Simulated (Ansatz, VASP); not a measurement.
## MnO in VASP and in Ansatz

The input INCAR:

```
AGGAC    = 1.0          
AGGAX    = 1.0          
ALDAC    = 0.0          
ALDAX    = 1.0          
ALGO     = Normal         # electronic algorithm
EDIFF    = 1E-6           # SCF threshold, eV
EDIFFG   = -0.01          # ionic threshold
ENCUT    = 600            # plane-wave cutoff, eV
GGA      = B5             # functional
IBRION   = 2              # ionic algorithm
ISIF     = 3              # what is computed and relaxed
ISMEAR   = -1             # smearing method
ISPIN    = 2              # spin polarisation
IVDW     = 12             # dispersion correction
LASPH    = True           # aspherical terms in the spheres
LCHARG   = False          # write CHGCAR
LMAXMIX  = 4              # l up to which the mixer works
LORBIT   = 11             # projections on sites
LREAL    = False          # projectors in reciprocal space
LWAVE    = False          # write WAVECAR
MAGMOM   = 4 0            # initial moments
NELM     = 150            # most SCF steps
NSW      = 60             # ionic steps
PREC     = Accurate       # precision mode
SIGMA    = 0.05           # smearing width, eV
VDW_A1   = 0.4298       
VDW_A2   = 4.2359       
VDW_S6   = 1.0          
VDW_S8   = 2.6996
```

KPOINTS

```
k-points
0
Gamma
  10 10 10
```

Contents of POSCAR:

```
MnO
1.0
    0.0000000000      2.2239077028      2.2239077028
    2.2239077028      0.0000000000      2.2239077028
    2.2239077028      2.2239077028      0.0000000000
Mn O
1 1
Direct
    0.0000000000      0.0000000000      0.0000000000
    0.5000000000      0.5000000000      0.5000000000
```

Contents of input.yaml:

```yaml
crystal:
  lattice:
    - [0.0, 2.2239077028, 2.2239077028]
    - [2.2239077028, 0.0, 2.2239077028]
    - [2.2239077028, 2.2239077028, 0.0]
  atoms:
    - { symbol: Mn, position: [0.0, 0.0, 0.0], spin: 4.0 }
    - { symbol: O, position: [0.5, 0.5, 0.5] }
hamiltonian:
  xc: blyp
  pseudopotentials: { kind: paw }
  dispersion: d3bj
magnetization:
  spin_polarized: true
kpoints:
  mp_grid: { grid: [10, 10, 10] }
scf:
  occupations: { method: fermi_dirac, width: 0.05 }
output:
  forces: true
  stress: true
  write_density: true
  write_potential: true
  elf: true
  volumetric_format: npy
relax:
  f_tol: 0.01
  max_steps: 40
  cell: { stress_tol: 0.05 }
```

Alike in both runs: task relaxation of cell and atoms; functional BLYP; dispersion D3(BJ); k mesh 10 × 10 × 10; occupations fermi-dirac, width 0.05 eV; collinear spin.

|  | VASP | Ansatz |
| --- | --- | --- |
| version | VASP 6.6.1 | Ansatz 0.2.0 |
| potentials or method | VASP PAW PBE potentials, release 64 (Mn_pv, O) | Ansatz PAW |
| plane-wave cutoff (eV) | 600 | 420 |
| valence electrons in the cell | 19 | 21 |

VASP gave:

- gap on the k mesh at the Fermi level, each at its own relaxed structure (eV): none
- net moment per atom (μB): 2.50
- size of the moment on the site where the two differ most (μB): 4.54
- relaxed volume (Å³/atom): 19.39
- relaxed length of the cell vector where the two differ most in proportion (Å): 3.799

Estimate Ansatz's values.

gap on the k mesh at the Fermi level, each at its own relaxed structure (eV): none; net moment per atom (μB): 2.36; size of the moment on the site where the two differ most (μB): 4.02; relaxed volume (Å³/atom): 11.05; relaxed length of the cell vector where the two differ most in proportion (Å): 3.150.

The net moments are unlike, so the other rows may belong to different states. VASP's potentials were made for PBE, not for BLYP. Site moments also hang on the region over which each program counts them. A gap of «none» marks a metal or a gap that the smearing closes. VASP's potentials hold 19 valence electrons a cell and Ansatz's 21, so a difference there can come from the potentials and not from the codes.

Noted on VASP's run: the volume moved by over 15 % at a fixed basis, so the end points are rough. Noted on Ansatz's run: the plane-wave basis is chosen anew once the cell has moved, so the energies of steps on either side of that aren't comparable.
